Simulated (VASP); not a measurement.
**Mg: single point with r2SCAN**

The system is Mg.

```
Mg
1.0
     3.15208    0.00000    0.00000
    -1.57604    2.72978    0.00000
     0.00000    0.00000    5.26106
Mg
2
Direct
  0.66667 0.33333 0.75000
  0.33333 0.66667 0.25000
```

* Program: VASP 6.6.1
* Task: single point
* Functional: r2SCAN
* Potentials or basis: VASP PAW PBE potentials, release 64 (Mg)
* Cutoff: 520 eV
* k mesh: 10 × 10 × 5
* Occupations: fermi-dirac, width 0.05 eV
* Spin: no spin polarisation
* Dipole correction: no
* Further INCAR settings: ALGO = Normal; EDIFF = 1e-06; NBANDS = 9

- Pressure: -0.3 GPa
- Band gap on the k mesh: zero (band 2 reaches 3.23 eV, above the bottom of band 3 at 1.26 eV)

Levels at points of the mesh, in eV from the Fermi level:
| k point | band 1 | band 2 | band 3 | band 4 | band 5 |
| --- | --- | --- | --- | --- | --- |
| (0.00, 0.00, 0.00) | -7.52 | -2.16 | -1.53 | 12.03 | 12.03 |
| (0.50, 0.00, 0.00) | -2.39 | -2.18 | 2.73 | 2.99 | 3.35 |

Wall time 24 s on 1 thread of Intel(R) Xeon(R) Platinum 8559C (Emerald Rapids), with other jobs on the host, peak memory 0.16 GiB.

Caveat: the PAW data sets were made with another functional, which shifts forces and pressure a little.
